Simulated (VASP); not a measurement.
Here is a VASP 6.6.1 calculation.

INCAR

```
SYSTEM = MoS2
PREC = Accurate ; ENCUT = 520
EDIFF = 1E-7 ; ISMEAR = 0
SIGMA = 0.02 ; LREAL = .FALSE.
LASPH = .TRUE. ; NELM = 100
ALGO = Normal ; ISIF = 2
LWAVE = .FALSE. ; LCHARG = .FALSE.
GGA = PE ; IVDW = 12
IBRION = 2 ; NSW = 60
EDIFFG = -0.008
```

KPOINTS

```
Automatic mesh
0
G
  12 12 4
  0 0 0
```

File POSCAR:

```
MoS2
1.0
    3.1497239970      0.0000000000      0.0000000000
   -1.5748619985      2.7277409963      0.0000000000
    0.0000000000      0.0000000000      6.8469689400
Mo S
1 2
Direct
    0.0000000000      0.0000000000      0.0000000000
    0.3333333333      0.6666666667      0.2313598010
    0.3333333333      0.6666666667      0.7686401990
```

Potentials or basis: VASP PAW PBE potentials, release 64 (Mo_sv, S).

Launch:

```sh
$ cat potpaw_PBE.64/Mo_sv/POTCAR potpaw_PBE.64/S/POTCAR > POTCAR
$ mpirun -np 1 vasp_std > vasp.out
```

Task: Estimate the dispersion energy per atom.

Result: -0.387 eV.

Task: Estimate the energy gained by relaxing.

Result: 1.5 meV/atom.

Stress tensor (GPa, compression positive):
```
-0.21  0.00  0.00
 0.00 -0.21  0.00
 0.00  0.00 -1.12
```

Caveat: the cell differs from its parent crystal (strain along c alone, the other axes held: +3.0 %).
